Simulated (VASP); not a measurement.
# Ta in VASP: single point with PBE

Aim: the single point of Ta with PBE.

Program: VASP 6.6.1. These are calculated values, not measurements. Logs are shortened: lines on timing, memory, paths and dates and some standing lists are left out, and cuts for length are marked.

## 1. The cell of the first run

The cell holds a slab with vacuum, 6 atoms: a = 3.320 Å, b = 3.320 Å, c = 24.299 Å, α = 90.00°, β = 90.00°, γ = 90.00°.

## 2. Single point, PBE

INCAR

```
  PREC = Accurate
  ENCUT = 520
  EDIFF = 1E-6
  ISMEAR = -1
  SIGMA = 0.08
  LREAL = F
  LASPH = T
  NELM = 80
  ALGO = Normal
  ISIF = 2
  LWAVE = F
  LCHARG = F
  GGA = PE
  NBANDS = 42
```

KPOINTS

```
Automatic mesh
0
Gamma
  12 12 1
```

POSCAR

```
Ta
1.0
    3.3195547178      0.0000000000      0.0000000000
    0.0000000000      3.3195547178      0.0000000000
    0.0000000000      0.0000000000     24.2989000000
Ta
6
Direct
    0.2500000000      0.2500000000      0.3367527515
    0.7500000000      0.7500000000      0.3967757328
    0.2500000000      0.2500000000      0.4643958381
    0.7500000000      0.7500000000      0.5356042256
    0.2500000000      0.2500000000      0.6032242381
    0.7500000000      0.7500000000      0.6632472139
```

Potentials or basis: VASP PAW PBE potentials, release 64 (Ta_pv).

Started as:

```
$ cat potpaw_PBE.64/Ta_pv/POTCAR > POTCAR
$ mpirun -np 1 vasp_std > vasp.out
```

OUTCAR:

```text
PREC = Accurate
   ENCUT = 520
   EDIFF = 1E-6
   ISMEAR = -1
   LREAL = F
   LASPH = T
   NELM = 80
   ISIF = 2
   GGA = PE

 ion  position               nearest neighbor table
   1  0.250  0.250  0.337-   2 2.76   2 2.76   2 2.76   2 2.76   3 3.10
   2  0.750  0.750  0.397-   1 2.76   1 2.76   1 2.76   1 2.76   3 2.87   3 2.87   3 2.87   3 2.87
                             4 3.37
   3  0.250  0.250  0.464-   2 2.87   2 2.87   2 2.87   2 2.87   4 2.92   4 2.92   4 2.92   4 2.92
                             1 3.10   5 3.37
   4  0.750  0.750  0.536-   5 2.87   5 2.87   5 2.87   5 2.87   3 2.92   3 2.92   3 2.92   3 2.92
                             6 3.10   2 3.37
   5  0.250  0.250  0.603-   6 2.76   6 2.76   6 2.76   6 2.76   4 2.87   4 2.87   4 2.87   4 2.87
                             3 3.37
   6  0.750  0.750  0.663-   5 2.76   5 2.76   5 2.76   5 2.76   4 3.10

  LATTYP: Found a simple tetragonal cell.
 ALAT       =     3.3195547178
 C/A-ratio  =     7.3199275402

  Lattice vectors:

 A1 = (   3.3195547178,   0.0000000000,   0.0000000000)
 A2 = (   0.0000000000,   3.3195547178,   0.0000000000)
 A3 = (   0.0000000000,   0.0000000000,  24.2989000000)

Analysis of symmetry for initial positions (statically):
=====================================================================
 Subroutine PRICEL returns:
 Original cell was already a primitive cell.

 Routine SETGRP: Setting up the symmetry group for a
 simple tetragonal supercell.

 Subroutine GETGRP returns: Found 16 space group operations
 (whereof  4 operations were pure point group operations)
 out of a pool of 16 trial point group operations.

The static configuration has the point symmetry C_2h.
 The point group associated with its full space group is D_4h.

Analysis of symmetry for dynamics (positions and initial velocities):
=====================================================================
 Subroutine PRICEL returns:
 Original cell was already a primitive cell.

 Routine SETGRP: Setting up the symmetry group for a
 simple tetragonal supercell.

 Subroutine GETGRP returns: Found 16 space group operations
 (whereof  4 operations were pure point group operations)
 out of a pool of 16 trial point group operations.

The dynamic configuration has the point symmetry C_2h.
 The point group associated with its full space group is D_4h.

 Subroutine INISYM returns: Found 16 space group operations
 (whereof  4 operations are pure point group operations),
 and found     1 'primitive' translations

----------------------------------------------------------------------------------------

                                     Primitive cell

  volume of cell :     267.7604

  direct lattice vectors                    reciprocal lattice vectors
     3.319554718  0.000000000  0.000000000     0.301245223  0.000000000  0.000000000
     0.000000000  3.319554718  0.000000000     0.000000000  0.301245223  0.000000000
     0.000000000  0.000000000 24.298900000     0.000000000  0.000000000  0.041154126

  length of vectors
     3.319554718  3.319554718 24.298900000     0.301245223  0.301245223  0.041154126

  position of ions in fractional coordinates (direct lattice)
     0.250000000  0.250000000  0.336752752
     0.750000000  0.750000000  0.396775733
     0.250000000  0.250000000  0.464395838
     0.750000000  0.750000000  0.535604226
     0.250000000  0.250000000  0.603224238
     0.750000000  0.750000000  0.663247214

  ion indices of the primitive-cell ions
   primitive index   ion index
                 1           1
                 2           2
                 3           3
                 4           4
                 5           5
                 6           6

----------------------------------------------------------------------------------------

 KPOINTS: Automatic mesh

Automatic generation of k-mesh.
 Grid dimensions read from file:
 generate k-points for:   12   12    1

 Generating k-lattice:

  Cartesian coordinates                     Fractional coordinates (reciprocal lattice)
     0.025103769  0.000000000  0.000000000     0.083333333  0.000000000  0.000000000
     0.000000000  0.025103769  0.000000000     0.000000000  0.083333333  0.000000000
     0.000000000  0.000000000  0.041154126     0.000000000  0.000000000  1.000000000

  Length of vectors
     0.025103769  0.025103769  0.041154126

  Shift w.r.t. Gamma in fractional coordinates (k-lattice)
     0.000000000  0.000000000  0.000000000

 Subroutine IBZKPT returns following result:
 ===========================================

 Found     28 irreducible k-points:

 Following reciprocal coordinates:
            Coordinates               Weight
  0.000000  0.000000  0.000000      1.000000
  0.083333  0.000000  0.000000      4.000000
  0.166667  0.000000  0.000000      4.000000
  0.250000  0.000000  0.000000      4.000000
  0.333333  0.000000  0.000000      4.000000
  0.416667  0.000000  0.000000      4.000000
[... 16 lines left out ...]
  0.333333  0.333333  0.000000      4.000000
  0.416667  0.333333  0.000000      8.000000
 [... further k-points ...]
   k-points           NKPTS =     28   k-points in BZ     NKDIM =     28   number of bands    NBANDS=     42
   number of dos      NEDOS =    301   number of ions     NIONS =      6
   total plane-waves  NPLWV = 150528
   dimension x,y,z NGX =    28 NGY =   28 NGZ =  192
   dimension x,y,z NGXF=    56 NGYF=   56 NGZF=  384
   ions per type =               6
   NGX,Y,Z   is equivalent  to a cutoff of  14.02, 14.02, 13.14 a.u.
   NGXF,Y,Z  is equivalent  to a cutoff of  28.05, 28.05, 26.27 a.u.
 SYSTEM =  unknown system
   PREC   = accura    normal or accurate (medium, high low for compatibility)
   ISTART =      0    job   : 0-new  1-cont  2-samecut
   ICHARG =      2    charge: 1-file 2-atom 10-const
   ISPIN  =      1    spin polarized calculation?
   LNONCOLLINEAR =      F non collinear calculations
   LSORBIT =      F    spin-orbit coupling
   LASPH  =      T    aspherical Exc in radial PAW
   ENCUT  =  520.0 eV  38.22 Ry    6.18 a.u.   6.17  6.17 45.18*2*pi/ulx,y,z
   NELM   =     80;   NELMIN=  2; NELMDL= -5     # of ELM steps
   EDIFF  = 0.1E-05   stopping-criterion for ELM
   LREAL  =      F    real-space projection
   EDIFFG = 0.1E-04   stopping-criterion for IOM
   NSW    =      0    number of steps for IOM
   IBRION =     -1    ionic relax: 0-MD 1-quasi-New 2-CG
   NFREE  =      0    steps in history (QN), initial steepest desc. (CG)
   ISIF   =      2    stress and relaxation
   ISYM   =      2    0-nonsym 1-usesym 2-fastsym
   POTIM  = 0.5000    time-step for ionic-motion
   TEBEG  =    0.0;   TEEND  =   0.0 temperature during run
   PSTRESS=    0.0 pullay stress
   NELECT =      66.0000    total number of electrons
   NUPDOWN=      -1.0000    fix difference up-down
   EMIN   =  10.00;   EMAX   =-10.00  energy-range for DOS
   EFERMI =   0.00;   METHOD = LEGACY
   ISMEAR =    -1;   SIGMA  =   0.08  broadening in eV -4-tet -1-fermi 0-gaus
   EFERMI_NEDOS =   21; number of points for ismear=-14 and -15
   IALGO  =     38    algorithm
   IMIX   =      4    mixing-type and parameters
     AMIX     =   0.40;   BMIX     =  1.00
     AMIX_MAG =   1.60;   BMIX_MAG =  1.00
  volume/ion in A,a.u.               =      44.63       301.16
  Fermi-wavevector in a.u.,A,eV,Ry     =   1.026457  1.939722 14.335285  1.053614
  Thomas-Fermi vector in A             =   2.160351
   LORBIT       =      0    0 simple, 1 ext, 2 COOP (PROOUT), +10 PAW based schemes
   GGA     = PE    functional components
   LHFCALC =     F    Hartree Fock is set to
   AEXX    =    0.0000 exact exchange contribution
   IVDW    =     0    specifies the selected vdW correction
   LEPSILON=     F    determine dielectric tensor
   LRPA    =     F    only Hartree local field effects (RPA)
 non-spin polarized calculation
  energy-cutoff  :      520.00
  volume of cell :      267.76
 maximum number of plane-waves:      7264
 NGX is ok and might be reduce to    28
   NGX = 13   NGY = 13   NGZ = 91

 number of electron      65.9999994 magnetization

 Free energy of the ion-electron system (eV)
  ---------------------------------------------------
  ext. energy  EPLUGINS =         0.00000000
  ---------------------------------------------------
  free energy    TOTEN  =       -67.52644442 eV

  energy without entropy =      -67.41526380  energy(sigma->0) =      -67.47085411

 E-fermi :   0.2039     XC(G=0):  -6.0541

 val. band max:        0.1938376733   @ k =   0.2500   0.0000   0.0000
 cond. band min:       0.2246697112   @ k =   0.0833   0.0000   0.0000
 fundamental gap:      0.0308320379
 Fermi energy:         0.2038653715

 k-point     1 :       0.0000    0.0000    0.0000
  band No.  band energies     occupation
      1     -34.4676      2.00000
      2     -34.4635      2.00000
      3     -34.2979      2.00000
      4     -34.2979      2.00000
      5     -34.2951      2.00000
      6     -34.2951      2.00000
[... 34 lines left out ...]
     41       2.2366      0.00000
     42       2.3416      0.00000

 k-point     2 :       0.0833    0.0000    0.0000
  band No.  band energies     occupation
      1     -34.4750      2.00000
      2     -34.4699      2.00000
      3     -34.3129      2.00000
      4     -34.3120      2.00000
      5     -34.2906      2.00000
      6     -34.2881      2.00000
[... 34 lines left out ...]
     41       2.4385      0.00000
     42       2.8351      0.00000

 k-point     3 :       0.1667    0.0000    0.0000
  band No.  band energies     occupation
      1     -34.4966      2.00000
      2     -34.4879      2.00000
      3     -34.3539      2.00000
      4     -34.3534      2.00000
      5     -34.2703      2.00000
      6     -34.2686      2.00000
[... 34 lines left out ...]
     41       2.5064      0.00000
     42       2.6604      0.00000

 k-point     4 :       0.2500    0.0000    0.0000
  band No.  band energies     occupation
      1     -34.5270      2.00000
      2     -34.5144      2.00000
      3     -34.4087      2.00000
      4     -34.4051      2.00000
      5     -34.2421      2.00000
      6     -34.2412      2.00000
[... 844 lines left out ...]
     41       3.4123      0.00000
     42       3.4123      0.00000

 k-point    23 :       0.3333    0.3333    0.0000
  band No.  band energies     occupation
      1     -34.5184      2.00000
      2     -34.5165      2.00000
      3     -34.4916      2.00000
      4     -34.4841      2.00000
      5     -34.3822      2.00000
      6     -34.3803      2.00000
[... 34 lines left out ...]
     41       3.4810      0.00000
     42       3.9609      0.00000

 k-point    24 :       0.4167    0.3333    0.0000
  band No.  band energies     occupation
      1     -34.5279      2.00000
      2     -34.5271      2.00000
      3     -34.5195      2.00000
      4     -34.5136      2.00000
      5     -34.3825      2.00000
      6     -34.3811      2.00000
[... 34 lines left out ...]
     41       3.5651      0.00000
     42       3.9447      0.00000

 [... further k-points ...]
[... 5 lines left out ...]
  --------------------------------------------------------------------------------------
  -------------------------------------------------------------------------------------
  Total       -1.9119586     -1.9119586     -0.0050804     -0.0000000      0.0000000      0.0000000
  in kB      -11.4404418    -11.4404418     -0.0303989     -0.0000000      0.0000000      0.0000000
  external PRESSURE =      -7.6370942 kB  Pullay stress =       0.0000000 kB

 VOLUME and BASIS-vectors are now :
 -----------------------------------------------------------------------------
  energy-cutoff  :      520.00
  volume of cell :      267.76
      direct lattice vectors                 reciprocal lattice vectors
     3.319554718  0.000000000  0.000000000     0.301245223  0.000000000  0.000000000
     0.000000000  3.319554718  0.000000000     0.000000000  0.301245223  0.000000000
     0.000000000  0.000000000 24.298900000     0.000000000  0.000000000  0.041154126

 POSITION                                       TOTAL-FORCE (eV/Angst)
 -----------------------------------------------------------------------------------
      0.82989      0.82989      8.18272         0.000000     -0.000000     -0.005426
      2.48967      2.48967      9.64121        -0.000000     -0.000000      0.002517
      0.82989      0.82989     11.28431        -0.000000      0.000000     -0.001091
      2.48967      2.48967     13.01459        -0.000000      0.000000      0.001091
      0.82989      0.82989     14.65769         0.000000     -0.000000     -0.002517
      2.48967      2.48967     16.11618        -0.000000      0.000000      0.005426
 -----------------------------------------------------------------------------------
    total drift:                                0.000000      0.000000      0.000004

  FREE ENERGIE OF THE ION-ELECTRON SYSTEM (eV)
  ---------------------------------------------------
  free  energy   TOTEN  =       -67.5264444197 eV

  energy  without entropy=      -67.4152637967  energy(sigma->0) =      -67.47085411
```

It took 12 min on 1 thread of Oxide Virtual Turin-like, shared host; peak memory 0.49 GiB.

What came out:

```yaml
Free_energy: -67.5264 eV
Largest_force: 0.005 eV/Å
Band_gap_on_the_k_mesh: zero (bands 33 and 34 overlap by 1.19 eV)
```

Forces on the atoms (eV/Å):
```
Ta   0.000  0.000 -0.005
Ta   0.000  0.000  0.003
Ta   0.000  0.000 -0.001
Ta   0.000  0.000  0.001
Ta   0.000  0.000 -0.003
Ta   0.000  0.000  0.005
```

Levels at points of the mesh, in eV from the Fermi level:
| k point | band 30 | band 31 | band 32 | band 33 | band 34 | band 35 | band 36 | band 37 |
| --- | --- | --- | --- | --- | --- | --- | --- | --- |
| (0.00, 0.00, 0.00) | -0.01 | 0.45 | 0.51 | 0.51 | 0.66 | 0.66 | 0.72 | 0.81 |
| (0.50, 0.00, 0.00) | -0.92 | -0.83 | -0.83 | 0.25 | 0.25 | 0.61 | 0.61 | 1.67 |
| (0.50, 0.50, 0.00) | -1.33 | -0.92 | -0.92 | 0.20 | 0.20 | 2.02 | 2.02 | 2.29 |

Caveat: there is no dipole correction, which matters where the two faces differ; spin-orbit coupling is left out, which moves the levels of the heavy elements.

The gap in the log of VASP goes by the Fermi energy; the results here count the filled bands.